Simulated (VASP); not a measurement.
## Ni: single point with PBE

Ni:

```
CELL_PARAMETERS angstrom
0.00000 3.53470 3.53470
1.76735 0.00000 1.76735
1.76735 1.76735 0.00000
ATOMIC_POSITIONS crystal
Ni 0.00000 0.00000 0.00000
Ni 0.50000 0.00000 0.00000
```

```yaml
Program: VASP 6.6.1
Task: single point
Functional: PBE
Potentials_or_basis: VASP PAW PBE potentials, release 64 (Ni)
Cutoff: 520 eV
k_mesh: 6 × 12 × 12
Occupations: fermi-dirac, width 0.05 eV
Spin: collinear spin, ferromagnetic start
Starting_moments: "[2.0, 2.0] μB"
```

```
Pressure                                              : -2.3 GPa
Net moment                                            : 1.36 μB per cell
Site moments                                          : Ni +0.69 μB
Valence electrons inside the program's atomic spheres : Ni 9.28
```

Levels at points of the mesh, in eV from the Fermi level:
Spin up:
| k point | band 9 | band 10 | band 11 | band 12 | band 13 | band 14 |
| --- | --- | --- | --- | --- | --- | --- |
| (0.00, 0.00, 0.00) | -1.28 | -0.64 | -0.64 | -0.26 | 5.54 | 22.11 |
| (0.50, 0.00, 0.00) | -1.21 | -1.21 | -1.21 | -1.21 | 14.27 | 14.27 |
| (0.00, 0.50, 0.00) | -0.52 | -0.52 | -0.26 | 2.44 | 5.54 | 9.08 |
| (0.50, 0.50, 0.00) | -0.60 | -0.60 | 2.19 | 2.19 | 8.35 | 8.35 |
Spin down:
```
           k point  band 5  band 6  band 7  band 8  band 9  band 10  band 11  band 12  band 13  band 14
(0.00, 0.00, 0.00)   -1.62   -1.62   -1.62   -0.64   -0.64    -0.32     0.17     0.17     6.00    21.95
(0.50, 0.00, 0.00)   -1.46   -1.46   -1.46   -1.46   -0.51    -0.51    -0.51    -0.51    14.42    14.42
(0.00, 0.50, 0.00)   -1.74   -0.32    0.08    0.17    0.17     0.41     0.41     2.40     6.00     9.34
(0.50, 0.50, 0.00)   -1.74   -1.74   -0.87   -0.87    0.23     0.23     2.58     2.58     8.56     8.56
```

It took 36 s on 1 thread of Intel(R) Xeon(R) 6975P-C (Granite Rapids) (shared host), peak memory 0.19 GiB.
